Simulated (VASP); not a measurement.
Write the native input for VASP 6.6.1 that does the following.

- Task: relaxation of cell and atoms
- Functional: PBEsol
- Potentials or basis: VASP PAW PBE potentials, release 64 (Cs_sv, Br)
- Cutoff: 500 eV
- k mesh: 3 × 3 × 3
- Occupations: gaussian, width 0.01 eV
- Spin: no spin polarisation
- Dipole correction: no
- Further INCAR settings: ALGO = Normal; EDIFF = 1e-07; IBRION = 2; EDIFFG = -0.02; NSW = 80; ISIF = 3

The structure of CsBr lies in POSCAR:

```
CsBr
1.0
    4.2860000000      0.0000000000      0.0000000000
    0.0000000000      4.2860000000      0.0000000000
    0.0000000000      0.0000000000      4.2860000000
Cs Br
1 1
Direct
    0.0000000000      0.0000000000      0.0000000000
    0.5000000000      0.5000000000      0.5000000000
```

These files were run (other wordings do the same):

INCAR

```
PREC = Accurate ; ENCUT = 500
EDIFF = 1E-7 ; ISMEAR = 0
SIGMA = 0.01 ; LREAL = F
LASPH = T ; NELM = 120
ALGO = Normal ; ISIF = 3
LWAVE = F ; LCHARG = F
GGA = PS ; IBRION = 2
NSW = 80 ; EDIFFG = -0.02
GGA_COMPAT = F ; NELMIN = 4
```

KPOINTS

```
regular mesh
0
Gamma
  3 3 3
```

Potentials or basis: VASP PAW PBE potentials, release 64 (Cs_sv, Br).

The run is started by

```sh
$ cat potpaw_PBE.64/Cs_sv/POTCAR potpaw_PBE.64/Br/POTCAR > POTCAR
$ mpirun -np 1 vasp_std > vasp.out
```

Results of the run:

```yaml
Relaxed_volume: 38.55 Å³/atom
Relaxed_cell: a = 4.256 Å, b = 4.256 Å, c = 4.256 Å, α = 90.00°, β = 90.00°, γ = 90.00°
Space_group_after_relaxing_to_0.05_Å: Pm-3m (No. 221)
Energy_gained_by_relaxing: 0.9 meV/atom
Ionic_steps: 3
Pressure_after_relaxing: 0.0 GPa
Band_gap_on_the_k_mesh: 4.39 eV, direct
```

Caveat: the k points lie up to 0.49 Å⁻¹ apart in the final cell; the PAW data sets were made with another functional, which shifts forces and pressure a little; spin-orbit coupling is left out, which moves the levels of the heavy elements.

Run time: 27 s on 1 thread of Intel Xeon 8259CL (shared host), peak memory 0.17 GiB.
